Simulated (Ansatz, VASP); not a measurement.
**Pd, level by level in two programs**

```
CELL_PARAMETERS angstrom
0.00000 1.98468 1.98468
1.98468 0.00000 1.98468
1.98468 1.98468 0.00000
ATOMIC_POSITIONS crystal
Pd 0.00000 0.00000 0.00000
```

Single points on this cell with VASP 6.6.1 and Ansatz 0.2.0. Each row is one pair of runs. Alike in all rows: spin: off; smearing: fermi-dirac, width 0.05 eV.

| level | k mesh | VASP's potentials, cutoff | Ansatz's potentials, cutoff | gap on the k mesh at the Fermi level (eV), VASP | gap on the k mesh at the Fermi level (eV), Ansatz | pressure (GPa), VASP | pressure (GPa), Ansatz |
| --- | --- | --- | --- | --- | --- | --- | --- |
| r2SCAN+D4 | 12 × 12 × 12 | VASP PAW PBE potentials, release 64 (Pd), 520 eV | Ansatz PAW, 500 eV | none | none | -8.7 | -9.2 |
| PBE+D3(BJ) | 12 × 12 × 12 | VASP PAW PBE potentials, release 64 (Pd), 520 eV | Ansatz PAW, 420 eV | none | none | -10.3 | -10.0 |
| revPBE | 12 × 12 × 12 | VASP PAW PBE potentials, release 64 (Pd), 520 eV | Ansatz PAW, 420 eV | none | none | -0.4 | -0.1 |
| BLYP+D3(BJ) | 12 × 12 × 12 | VASP PAW PBE potentials, release 64 (Pd), 520 eV | Ansatz PAW, 420 eV | none | none | -8.6 | -8.9 |
| r2SCAN+rVV10 | 12 × 12 × 12 | VASP PAW PBE potentials, release 64 (Pd_sv_GW), 590 eV | Ansatz PAW, 500 eV | none | none | -11.3 | -10.3 |
| BHLYP | 6 × 6 × 6 | VASP PAW PBE potentials, release 64 (Pd), 520 eV | Ansatz PAW, 420 eV | none | none | -2.5 | -3.1 |

Pressure (GPa): the two programs differ by at most 1.02.

VASP's potentials hold 10 valence electrons a cell and Ansatz's 18 in some rows, so a difference there can come from the potentials and not from the codes.

A gap of «none» marks a metal or a gap that the smearing closes.

The k mesh is coarse in some rows, so the values compare programs but aren't converged.
